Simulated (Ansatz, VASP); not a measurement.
Two plane-wave programs on CaO3

```
CELL_PARAMETERS angstrom
4.47675 0.00000 0.00000
-2.23838 3.87698 0.00000
0.00000 0.00000 4.93938
ATOMIC_POSITIONS crystal
Ca 0.00000 0.00000 0.00000
O 0.50000 0.00000 0.00000
O 0.00000 0.50000 0.00000
O 0.50000 0.50000 0.00000
```

Alike in both runs: task relaxation of cell and atoms; functional PBE; k mesh 12 × 12 × 10; occupations gaussian, width 0.1 eV; no spin polarisation.

```csv
,VASP,Ansatz
version,VASP 6.6.1,Ansatz 0.2.0
potentials or method,"VASP PAW PBE potentials, release 64 (Ca_sv, O), cutoff 600 eV","scalar-relativistic, plane waves, PAW"
valence electrons in the cell,28,28
```

```csv
,VASP,Ansatz,Ansatz less VASP
"gap on the k mesh at the Fermi level, each at its own relaxed structure (eV)",none,none,-
relaxed volume (Å³/atom),23.75,26.84,+3.082
relaxed cell length with the largest relative difference (Å),5.461,6.193,+0.7315
```

A gap of «none» marks a metal or a gap that the smearing closes. One of these differences is far larger than is usual between the two programs; its cause wasn't traced. Ansatz's warnings: xc potential rough in thin density.
